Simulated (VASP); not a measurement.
# Ge (Cmcm) in VASP: further runs, part 2 of 3

VASP 6.6.1. Earlier steps stand in the parts before.

## Step 4: Single point, PBEsol

The input, INCAR:

```
SYSTEM = Ge
PREC     = Accurate       ! precision mode
ENCUT    = 520            ! plane-wave cutoff, eV
EDIFF    = 1E-6           ! SCF threshold, eV
ISMEAR   = 0              ! smearing method
SIGMA    = 0.1            ! smearing width, eV
LREAL    = .False.        ! projectors in reciprocal space
LASPH    = .True.         ! aspherical terms in the spheres
NELM     = 60             ! most SCF steps
ALGO     = Normal         ! electronic algorithm
ISIF     = 2              ! what is computed and relaxed
LWAVE    = .False.        ! write WAVECAR
LCHARG   = .False.        ! write CHGCAR
GGA      = PS             ! functional
NBANDS   = 21             ! bands
```

The input, KPOINTS:

```
regular mesh
0
Gamma
  5 5 3
  0 0 0
```

The input, POSCAR:

```
Ge
1.0
    2.9911060000      0.0000000000      0.0000000000
   -1.5105156329      2.5816772893      0.0000000000
    0.0000000000      0.0000000000      4.7275960000
Ge
2
Direct
    0.6665500000      0.3334500000      0.2500000000
    0.3334500000      0.6665500000      0.7500000000
```

Potentials or basis: VASP PAW PBE potentials, release 64 (Ge_d).

Started as:

```sh
$ cat potpaw_PBE.64/Ge_d/POTCAR > POTCAR
$ mpirun -np 1 vasp_std > vasp.out
```

OUTCAR:

```text
SYSTEM = Ge
   PREC = Accurate
   ENCUT = 520
   EDIFF = 1E-6
   ISMEAR = 0
   LREAL = .False.
   LASPH = .True.
   NELM = 60
   ISIF = 2
   GGA = PS

 ion  position               nearest neighbor table
   1  0.667  0.333  0.250-
   2  0.333  0.667  0.750-

  LATTYP: Found a base centered orthorhombic cell.
 ALAT       =     2.9761057544
 B/A-ratio  =     1.7436809982
 C/A-ratio  =     1.5885174756

  Lattice vectors:

 A1 = (   2.9911060000,   0.0000000000,   0.0000000000)
[... 611 lines left out ...]

------------------------ aborting loop because EDIFF is reached ----------------------------------------

  FORCE on cell =-STRESS in cart. coord.  units (eV):
  Direction    XX          YY          ZZ          XY          YZ          ZX
  --------------------------------------------------------------------------------------
  -------------------------------------------------------------------------------------
  Total       -0.2821460     -0.2808331      1.5026191      0.0011220      0.0000000     -0.0000000
  in kB      -12.3825585    -12.3249394     65.9455335      0.0492394      0.0000000     -0.0000000
  external PRESSURE =      13.7460119 kB  Pullay stress =       0.0000000 kB

 VOLUME and BASIS-vectors are now :
 -----------------------------------------------------------------------------
  energy-cutoff  :      520.00
  volume of cell :       36.51
      direct lattice vectors                 reciprocal lattice vectors
     2.991106000  0.000000000  0.000000000     0.334324494  0.195610186  0.000000000
    -1.510515633  2.581677289  0.000000000     0.000000000  0.387345081  0.000000000
     0.000000000  0.000000000  4.727596000     0.000000000  0.000000000  0.211523997

 POSITION                                       TOTAL-FORCE (eV/Angst)
 -----------------------------------------------------------------------------------
      1.49004      0.86086      1.18190         0.020053     -0.011501      0.000000
     -0.00945      1.72082      3.54570        -0.020053      0.011501      0.000000
 -----------------------------------------------------------------------------------
    total drift:                                0.000000     -0.000000     -0.000000

  FREE ENERGIE OF THE ION-ELECTRON SYSTEM (eV)
  ---------------------------------------------------
  free  energy   TOTEN  =        -9.2426014045 eV

  energy  without entropy=       -9.2298925370  energy(sigma->0) =       -9.23624697
```

OSZICAR:

```text
N       E                     dE             d eps       ncg     rms          rms(c)
DAV:   1     0.176693071537E+03    0.17669E+03   -0.14291E+04   875   0.386E+03
DAV:   2     0.142146568418E+02   -0.16248E+03   -0.15733E+03   761   0.587E+02
DAV:   3    -0.865736967459E+01   -0.22872E+02   -0.22692E+02   864   0.132E+02
DAV:   4    -0.927709663914E+01   -0.61973E+00   -0.61937E+00   877   0.248E+01
DAV:   5    -0.928623422162E+01   -0.91376E-02   -0.91375E-02   856   0.333E+00    0.172E+00
DAV:   6    -0.925474902042E+01    0.31485E-01   -0.31717E-02  1045   0.298E+00    0.903E-01
DAV:   7    -0.924315596578E+01    0.11593E-01   -0.15878E-02  1040   0.172E+00    0.105E-01
DAV:   8    -0.924259550950E+01    0.56046E-03   -0.13740E-03   915   0.678E-01    0.285E-02
DAV:   9    -0.924259874445E+01   -0.32350E-05   -0.27741E-05   867   0.579E-02    0.121E-02
DAV:  10    -0.924260123409E+01   -0.24896E-05   -0.21059E-06   758   0.161E-02    0.213E-03
DAV:  11    -0.924260140445E+01   -0.17036E-06   -0.30741E-07   528   0.102E-02
   1 F= -.92426014E+01 E0= -.92362470E+01  d E =-.127089E-01
```

It took 21 s on 1 thread of AMD EPYC 7R13, shared host; peak memory 0.12 GiB.

Results:

```
Free energy            : -9.2426 eV
Pressure               : 1.4 GPa
Largest force          : 0.023 eV/Å
Band gap on the k mesh : zero (band 14 reaches 13.53 eV, above the bottom of band 15 at 5.72 eV)
```

Forces on the atoms (eV/Å):
```
Ge   0.020 -0.012  0.000
Ge  -0.020  0.012  0.000
```

Levels at points of the mesh, in eV from the Fermi level:
| k point | band 10 | band 11 | band 12 | band 13 | band 14 | band 15 | band 16 | band 17 | band 18 | band 19 |
| --- | --- | --- | --- | --- | --- | --- | --- | --- | --- | --- |
| (0.00, 0.00, 0.00) | -24.27 | -13.19 | -7.29 | -5.36 | 6.79 | 6.90 | 8.87 | 8.99 | 10.29 | 11.59 |

Caveat: the k points lie up to 0.49 Å⁻¹ apart; the PAW data sets were made with another functional, which shifts forces and pressure a little.

## Step 5: Single point, PBEsol

The input, INCAR:

```
PREC = Accurate
ENCUT = 520
EDIFF = 1E-7
ISMEAR = 0
SIGMA = 0.1
LREAL = False
LASPH = True
NELM = 80
ALGO = Normal
ISIF = 2
LWAVE = False
LCHARG = False
GGA = PS
NBANDS = 21
```

The input, KPOINTS:

```
regular mesh
0
Gamma
  7 7 4
```

POSCAR is that of step 4.

Potentials or basis: VASP PAW PBE potentials, release 64 (Ge_d).

Started as:

```sh
$ cat potpaw_PBE.64/Ge_d/POTCAR > POTCAR
$ mpirun -np 1 vasp_std > vasp.out
```

OUTCAR:

```text
PREC = Accurate
   ENCUT = 520
   EDIFF = 1E-7
   ISMEAR = 0
   LREAL = False
   LASPH = True
   NELM = 80
   ISIF = 2
   GGA = PS

 ion  position               nearest neighbor table
   1  0.667  0.333  0.250-
   2  0.333  0.667  0.750-

  LATTYP: Found a base centered orthorhombic cell.
 ALAT       =     2.9761057544
 B/A-ratio  =     1.7436809982
 C/A-ratio  =     1.5885174756

  Lattice vectors:

 A1 = (   2.9911060000,   0.0000000000,   0.0000000000)
 A2 = (  -1.5105156329,   2.5816772893,   0.0000000000)
 A3 = (   0.0000000000,   0.0000000000,   4.7275960000)

Analysis of symmetry for initial positions (statically):
=====================================================================
 Subroutine PRICEL returns:
 Original cell was already a primitive cell.

 Routine SETGRP: Setting up the symmetry group for a
 base centered orthorhombic supercell.

 Subroutine GETGRP returns: Found  8 space group operations
 (whereof  4 operations were pure point group operations)
 out of a pool of  8 trial point group operations.

The static configuration has the point symmetry C_2h.
 The point group associated with its full space group is D_2h.

Analysis of symmetry for dynamics (positions and initial velocities):
=====================================================================
 Subroutine PRICEL returns:
 Original cell was already a primitive cell.

 Routine SETGRP: Setting up the symmetry group for a
 base centered orthorhombic supercell.

 Subroutine GETGRP returns: Found  8 space group operations
 (whereof  4 operations were pure point group operations)
 out of a pool of  8 trial point group operations.

The dynamic configuration has the point symmetry C_2h.
 The point group associated with its full space group is D_2h.

 Subroutine INISYM returns: Found  8 space group operations
 (whereof  4 operations are pure point group operations),
 and found     1 'primitive' translations

----------------------------------------------------------------------------------------

                                     Primitive cell

  volume of cell :      36.5068

  direct lattice vectors                    reciprocal lattice vectors
     2.991106000  0.000000000  0.000000000     0.334324494  0.195610186  0.000000000
    -1.510515633  2.581677289  0.000000000     0.000000000  0.387345081  0.000000000
     0.000000000  0.000000000  4.727596000     0.000000000  0.000000000  0.211523997

  length of vectors
     2.991106000  2.991106000  4.727596000     0.387345081  0.387345081  0.211523997

  position of ions in fractional coordinates (direct lattice)
     0.666550000  0.333450000  0.250000000
     0.333450000  0.666550000  0.750000000

  ion indices of the primitive-cell ions
   primitive index   ion index
                 1           1
                 2           2

----------------------------------------------------------------------------------------

 KPOINTS: regular mesh

Automatic generation of k-mesh.
 Grid dimensions read from file:
 generate k-points for:    7    7    4

 Generating k-lattice:

  Cartesian coordinates                     Fractional coordinates (reciprocal lattice)
     0.047760642  0.027944312  0.000000000     0.142857143  0.000000000  0.000000000
     0.000000000  0.055335012  0.000000000     0.000000000  0.142857143  0.000000000
     0.000000000  0.000000000  0.052880999     0.000000000  0.000000000  0.250000000

  Length of vectors
     0.055335012  0.055335012  0.052880999

  Shift w.r.t. Gamma in fractional coordinates (k-lattice)
     0.000000000  0.000000000  0.000000000

 Subroutine IBZKPT returns following result:
 ===========================================

 Found     48 irreducible k-points:

 Following reciprocal coordinates:
            Coordinates               Weight
  0.000000  0.000000  0.000000      1.000000
  0.142857  0.000000  0.000000      4.000000
  0.285714 -0.000000  0.000000      4.000000
  0.428571 -0.000000  0.000000      4.000000
  0.142857  0.142857  0.000000      2.000000
  0.285714  0.142857  0.000000      4.000000
[... 16 lines left out ...]
  0.428571  0.142857  0.250000      8.000000
 -0.428571  0.142857  0.250000      8.000000
 [... further k-points ...]
   k-points           NKPTS =     48   k-points in BZ     NKDIM =     48   number of bands    NBANDS=     21
   number of dos      NEDOS =    301   number of ions     NIONS =      2
   total plane-waves  NPLWV =  20736
   dimension x,y,z NGX =    24 NGY =   24 NGZ =   36
   dimension x,y,z NGXF=    48 NGYF=   48 NGZF=   72
   ions per type =               2
   NGX,Y,Z   is equivalent  to a cutoff of  13.34, 13.34, 12.66 a.u.
   NGXF,Y,Z  is equivalent  to a cutoff of  26.68, 26.68, 25.32 a.u.
 SYSTEM =  unknown system
   PREC   = accura    normal or accurate (medium, high low for compatibility)
   ISTART =      0    job   : 0-new  1-cont  2-samecut
   ICHARG =      2    charge: 1-file 2-atom 10-const
   ISPIN  =      1    spin polarized calculation?
   LNONCOLLINEAR =      F non collinear calculations
   LSORBIT =      F    spin-orbit coupling
   LASPH  =      T    aspherical Exc in radial PAW
   ENCUT  =  520.0 eV  38.22 Ry    6.18 a.u.   5.56  5.56  8.79*2*pi/ulx,y,z
   NELM   =     80;   NELMIN=  2; NELMDL= -5     # of ELM steps
   EDIFF  = 0.1E-06   stopping-criterion for ELM
   LREAL  =      F    real-space projection
   EDIFFG = 0.1E-05   stopping-criterion for IOM
   NSW    =      0    number of steps for IOM
   IBRION =     -1    ionic relax: 0-MD 1-quasi-New 2-CG
   NFREE  =      0    steps in history (QN), initial steepest desc. (CG)
   ISIF   =      2    stress and relaxation
   ISYM   =      2    0-nonsym 1-usesym 2-fastsym
   POTIM  = 0.5000    time-step for ionic-motion
   TEBEG  =    0.0;   TEEND  =   0.0 temperature during run
   PSTRESS=    0.0 pullay stress
   NELECT =      28.0000    total number of electrons
   NUPDOWN=      -1.0000    fix difference up-down
   EMIN   =  10.00;   EMAX   =-10.00  energy-range for DOS
   EFERMI =   0.00;   METHOD = LEGACY
   ISMEAR =     0;   SIGMA  =   0.10  broadening in eV -4-tet -1-fermi 0-gaus
   EFERMI_NEDOS =   21; number of points for ismear=-14 and -15
   IALGO  =     38    algorithm
   IMIX   =      4    mixing-type and parameters
     AMIX     =   0.40;   BMIX     =  1.00
     AMIX_MAG =   1.60;   BMIX_MAG =  1.00
  volume/ion in A,a.u.               =      18.25       123.18
  Fermi-wavevector in a.u.,A,eV,Ry     =   1.498544  2.831837 30.553703  2.245634
  Thomas-Fermi vector in A             =   2.610289
   LORBIT       =      0    0 simple, 1 ext, 2 COOP (PROOUT), +10 PAW based schemes
   GGA     = PS    functional components
   LHFCALC =     F    Hartree Fock is set to
   AEXX    =    0.0000 exact exchange contribution
   IVDW    =     0    specifies the selected vdW correction
   LEPSILON=     F    determine dielectric tensor
   LRPA    =     F    only Hartree local field effects (RPA)
 non-spin polarized calculation
 Gauss-broadening in eV      SIGMA  =   0.10
  energy-cutoff  :      520.00
  volume of cell :       36.51
 maximum number of plane-waves:      1014
 NGX is ok and might be reduce to    24
   NGX = 11   NGY = 11   NGZ = 17

 number of electron      28.0000012 magnetization

 Free energy of the ion-electron system (eV)
  ---------------------------------------------------
  ext. energy  EPLUGINS =         0.00000000
  ---------------------------------------------------
  free energy    TOTEN  =        -9.28434131 eV

  energy without entropy =       -9.28061371  energy(sigma->0) =       -9.28247751

 E-fermi :   6.9098     XC(G=0): -11.6019

 val. band max:        6.8511283935   @ k =   0.4286   0.4286   0.2500
 cond. band min:       6.9576166179   @ k =   0.4286   0.1429   0.0000
 fundamental gap:      0.1064882244
 Fermi energy:         6.9097681623

 k-point     1 :       0.0000    0.0000    0.0000
  band No.  band energies     occupation
      1     -17.6265      2.00000
      2     -17.6173      2.00000
      3     -17.6137      2.00000
      4     -17.6135      2.00000
      5     -17.6078      2.00000
      6     -17.6047      2.00000
[... 13 lines left out ...]
     20      19.8293      0.00000
     21      21.0996      0.00000

 k-point     2 :       0.1429    0.0000    0.0000
  band No.  band energies     occupation
      1     -17.6352      2.00000
      2     -17.6179      2.00000
      3     -17.6011      2.00000
      4     -17.6009      2.00000
      5     -17.6000      2.00000
      6     -17.5993      2.00000
[... 520 lines left out ...]
 k-point    24 :      -0.4286    0.1429    0.2500
  band No.  band energies     occupation
      1     -17.6488      2.00000
      2     -17.6350      2.00000
      3     -17.6192      2.00000
      4     -17.6090      2.00000
      5     -17.5902      2.00000
      6     -17.5632      2.00000
[... 13 lines left out ...]
     20      17.7021      0.00000
     21      19.2987      0.00000

 [... further k-points ...]
[... 5 lines left out ...]
  --------------------------------------------------------------------------------------
  -------------------------------------------------------------------------------------
  Total        0.6339458      0.4764232      0.1152426     -0.1346138      0.0000000     -0.0000000
  in kB       27.8220162     20.9088130      5.0576566     -5.9078037      0.0000000     -0.0000000
  external PRESSURE =      17.9294953 kB  Pullay stress =       0.0000000 kB

 VOLUME and BASIS-vectors are now :
 -----------------------------------------------------------------------------
  energy-cutoff  :      520.00
  volume of cell :       36.51
      direct lattice vectors                 reciprocal lattice vectors
     2.991106000  0.000000000  0.000000000     0.334324494  0.195610186  0.000000000
    -1.510515633  2.581677289  0.000000000     0.000000000  0.387345081  0.000000000
     0.000000000  0.000000000  4.727596000     0.000000000  0.000000000  0.211523997

 POSITION                                       TOTAL-FORCE (eV/Angst)
 -----------------------------------------------------------------------------------
      1.49004      0.86086      1.18190        -0.011622      0.006665     -0.000000
     -0.00945      1.72082      3.54570         0.011622     -0.006665      0.000000
 -----------------------------------------------------------------------------------
    total drift:                                0.000000     -0.000000     -0.000000

  FREE ENERGIE OF THE ION-ELECTRON SYSTEM (eV)
  ---------------------------------------------------
  free  energy   TOTEN  =        -9.2843413087 eV

  energy  without entropy=       -9.2806137102  energy(sigma->0) =       -9.28247751
```

OSZICAR:

```text
N       E                     dE             d eps       ncg     rms          rms(c)
DAV:   1     0.170471287202E+03    0.17047E+03   -0.14185E+04  2311   0.381E+03
DAV:   2     0.134819770310E+02   -0.15699E+03   -0.15189E+03  2016   0.563E+02
DAV:   3    -0.873173182608E+01   -0.22214E+02   -0.22016E+02  2299   0.131E+02
DAV:   4    -0.931714348873E+01   -0.58541E+00   -0.58496E+00  2254   0.243E+01
DAV:   5    -0.932556184510E+01   -0.84184E-02   -0.84181E-02  2332   0.317E+00    0.170E+00
DAV:   6    -0.929587588026E+01    0.29686E-01   -0.30393E-02  2760   0.291E+00    0.897E-01
DAV:   7    -0.928486287454E+01    0.11013E-01   -0.15048E-02  2775   0.167E+00    0.104E-01
DAV:   8    -0.928433269014E+01    0.53018E-03   -0.12929E-03  2382   0.654E-01    0.292E-02
DAV:   9    -0.928433938882E+01   -0.66987E-05   -0.26787E-05  2260   0.609E-02    0.948E-03
DAV:  10    -0.928434152220E+01   -0.21334E-05   -0.13085E-06  2373   0.913E-03    0.386E-04
DAV:  11    -0.928434135263E+01    0.16958E-06   -0.52288E-08  1388   0.424E-03    0.289E-04
DAV:  12    -0.928434130871E+01    0.43919E-07   -0.92319E-09  1283   0.103E-03
   1 F= -.92843413E+01 E0= -.92824775E+01  d E =-.372760E-02
```

stdout:

```text
POSCAR found type information on POSCAR Ge
 POSCAR found :  1 types and       2 ions
 scaLAPACK will be used
 -----------------------------------------------------------------------------
|                                                                             |
|                                                                             |
|     You enforced a specific xc type in the INCAR file but a different       |
|     I HOPE YOU KNOW WHAT YOU ARE DOING!                                     |
|                                                                             |
 -----------------------------------------------------------------------------

 LDA part: xc-table for (Slater+PW92), standard interpolation
 POSCAR, INCAR and KPOINTS ok, starting setup
 FFT: planning ... GRIDC
 FFT: planning ... GRID_SOFT
 FFT: planning ... GRID
 WAVECAR not read
 entering main loop
```

Wall time 54 s (1 thread of AMD EPYC 7R13, shared host); peak memory 0.14 GiB.

Results:

| Quantity | Value |
| --- | --- |
| Free energy | -9.2843 eV |
| Pressure | 1.8 GPa |
| Largest force | 0.013 eV/Å |
| Band gap on the k mesh | zero (band 14 reaches 13.73 eV, above the bottom of band 15 at 5.34 eV) |

Forces on the atoms (eV/Å):
```
Ge  -0.012  0.007  0.000
Ge   0.012 -0.007  0.000
```

Stress tensor (GPa, compression positive):
```
 2.78 -0.59  0.00
-0.59  2.09  0.00
 0.00  0.00  0.51
```

Caveat: the PAW data sets were made with another functional, which shifts forces and pressure a little.

[end of part 2 of 3]
